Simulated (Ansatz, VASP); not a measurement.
Two plane-wave programs on AlRu

```
CELL_PARAMETERS angstrom
2.99160 -0.05983 0.00000
-0.05983 2.99160 0.00000
0.00000 0.00000 2.99160
ATOMIC_POSITIONS crystal
Ru 0.50000 0.50000 0.50000
Al 0.00000 0.00000 0.00000
```

Alike in both runs: task single point; functional PBE; k mesh 8 × 8 × 8; occupations fermi-dirac, width 0.05 eV; no spin polarisation.

|  | VASP | Ansatz |
| --- | --- | --- |
| version | VASP 6.6.1 | Ansatz 0.2.0 |
| potentials or method | VASP PAW PBE potentials, release 64 (Ru_pv, Al) | Ansatz PAW |
| plane-wave cutoff (eV) | 500 | 420 |
| valence electrons in the cell | 17 | 19 |

Ansatz gave:

```
gap on the k mesh at the Fermi level (eV)                     : none
pressure (GPa)                                                : 3.3
traceless stress, the component that is largest in VASP (GPa) : 5.14
```

Problem. Estimate VASP's values.

Solution. gap on the k mesh at the Fermi level (eV): none; pressure (GPa): 3.3; traceless stress, the component that is largest in VASP (GPa): 5.15.

A gap of «none» marks a metal or a gap that the smearing closes. VASP's potentials hold 17 valence electrons a cell and Ansatz's 19, so a difference there can come from the potentials and not from the codes.
